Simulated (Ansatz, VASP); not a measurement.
# Two plane-wave programs on LiCr4InO8

INCAR

```
SYSTEM = LiCr4InO8
PREC = Accurate ; ENCUT = 520
EDIFF = 1E-6 ; ISMEAR = 0
SIGMA = 0.05 ; LREAL = .FALSE.
LASPH = .TRUE. ; NELM = 150
ALGO = Normal ; ISIF = 2
LWAVE = .FALSE. ; LCHARG = .FALSE.
ISPIN = 2 ; MAGMOM = 0 0 3 3 3 3 0 0 0 0 0 0 0 0
LORBIT = 11 ; LMAXMIX = 4
LDAU = .TRUE. ; LDAUTYPE = 2
LDAUL = -1 -1 2 -1 ; LDAUU = 0 0 3.7 0
LDAUJ = 0 0 0 0 ; LDAUPRINT = 1
GGA = PE ; NBANDS = 73
```

The input KPOINTS:

```
Automatic mesh
0
G
  3 3 3
  0 0 0
```

File POSCAR:

```
LiCr4InO8
1.0
    0.0000000000      4.2019000000      4.2019000000
    4.2019000000      0.0000000000      4.2019000000
    4.2019000000      4.2019000000      0.0000000000
Li In Cr O
1 1 4 8
Direct
    0.0000000000      0.0000000000      0.0000000000
    0.7500000000      0.7500000000      0.7500000000
    0.3719000000      0.3719000000      0.3719000000
    0.8843000000      0.3719000000      0.3719000000
    0.3719000000      0.3719000000      0.8843000000
    0.3719000000      0.8843000000      0.3719000000
    0.1377000000      0.1377000000      0.1377000000
    0.5869000000      0.1377000000      0.1377000000
    0.1377000000      0.1377000000      0.5869000000
    0.1377000000      0.5869000000      0.1377000000
    0.6107000000      0.6107000000      0.6107000000
    0.1679000000      0.6107000000      0.6107000000
    0.6107000000      0.6107000000      0.1679000000
    0.6107000000      0.1679000000      0.6107000000
```

Input for Ansatz:

```yaml
crystal:
  lattice:
    - [0.0, 4.2019, 4.2019]
    - [4.2019, 0.0, 4.2019]
    - [4.2019, 4.2019, 0.0]
  atoms:
    - { symbol: Li, position: [0.0, 0.0, 0.0] }
    - { symbol: In, position: [0.75, 0.75, 0.75] }
    - { symbol: Cr, position: [0.3719, 0.3719, 0.3719], spin: 3.0 }
    - { symbol: Cr, position: [0.8843, 0.3719, 0.3719], spin: 3.0 }
    - { symbol: Cr, position: [0.3719, 0.3719, 0.8843], spin: 3.0 }
    - { symbol: Cr, position: [0.3719, 0.8843, 0.3719], spin: 3.0 }
    - { symbol: O, position: [0.1377, 0.1377, 0.1377] }
    - { symbol: O, position: [0.5869, 0.1377, 0.1377] }
    - { symbol: O, position: [0.1377, 0.1377, 0.5869] }
    - { symbol: O, position: [0.1377, 0.5869, 0.1377] }
    - { symbol: O, position: [0.6107, 0.6107, 0.6107] }
    - { symbol: O, position: [0.1679, 0.6107, 0.6107] }
    - { symbol: O, position: [0.6107, 0.6107, 0.1679] }
    - { symbol: O, position: [0.6107, 0.1679, 0.6107] }
basis:
  ecutwfc: 420
  ecutrho_ratio: 4
kpoints:
  mp_grid: { grid: [3, 3, 3] }
hamiltonian:
  xc: pbe
  hubbard: { sites: [{ species: Cr, l: d, u_eff: 3.7 }] }
scf:
  occupations: { method: gaussian, width: 0.05 }
output:
  forces: true
  stress: true
  eigenvalues: true
  populations: true
  hubbard: { sites: [{ species: Cr, l: d }] }
magnetization:
  spin_polarized: true
```

Alike in both runs: task single point; functional PBE; k mesh 3 × 3 × 3; occupations gaussian, width 0.05 eV; collinear spin; Hubbard terms Cr d U = 3.7 eV.

|  | VASP | Ansatz |
| --- | --- | --- |
| version | VASP 6.6.1 | Ansatz 0.2.0 |
| potentials or method | VASP PAW PBE potentials, release 64 (Li_sv, In_d, Cr_pv, O), cutoff 520 eV | scalar-relativistic, plane waves, PAW |
| valence electrons in the cell | 112 | 120 |

```csv
,VASP,Ansatz,Ansatz less VASP
gap on the k mesh at the Fermi level (eV),2.64,2.60,-0.038
least direct gap on the mesh (eV),2.80,2.73,-0.063
rms of the force components (eV/Å),0.167,0.075,-0.0918
net moment per atom (μB),0.86,0.86,0.000
size of the moment on the site where the two differ most (μB),2.95,2.47,-0.483
```

Site moments also hang on the region over which each program counts them. The programs project onto different local orbitals, so the same U acts differently, and such runs can settle in different states. Atom by atom the forces differ by 0.101 eV/Å (rms over components). VASP's potentials hold 112 valence electrons a cell and Ansatz's 120, so a difference there can come from the potentials and not from the codes.

The k mesh is coarse, so the values compare programs but aren't converged. Noted on VASP's run: the cutoff is short for stress, so the pressure is rough.
